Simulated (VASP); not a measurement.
Here is a VASP 6.6.1 calculation.

Contents of INCAR:

```
PREC = Accurate ; ENCUT = 520
EDIFF = 1E-7 ; ISMEAR = 0
SIGMA = 0.15 ; LREAL = F
LASPH = T ; NELM = 150
ALGO = Normal ; ISIF = 2
LWAVE = F ; LCHARG = F
ISPIN = 2 ; MAGMOM = 0 0 0.75
LORBIT = 11 ; NUPDOWN = 0.75
LMAXMIX = 4 ; GGA = PE
NBANDS = 20
```

The input KPOINTS:

```
regular mesh
0
Gamma
  14 14 14
```

Contents of POSCAR:

```
Si2Ni
1.0
    0.0000000000      2.8776321201      2.8776321201
    2.8776321201      0.0000000000      2.8776321201
    2.8776321201      2.8776321201      0.0000000000
Si Ni
2 1
Direct
    0.2500000000      0.2500000000      0.2500000000
    0.7500000000      0.7500000000      0.7500000000
    0.0000000000      0.0000000000      0.0000000000
```

Potentials or basis: VASP PAW PBE potentials, release 64 (Si, Ni).

Launch:

```bash
$ cat potpaw_PBE.64/Si/POTCAR potpaw_PBE.64/Ni/POTCAR > POTCAR
$ mpirun -np 1 vasp_std > vasp.out
```

Problem. What does it give for the pressure?

Solution. -14.9 GPa.

Caveat: the cell stands under tension; the total moment is fixed, so each spin has its own Fermi level and the state may be an excited one.
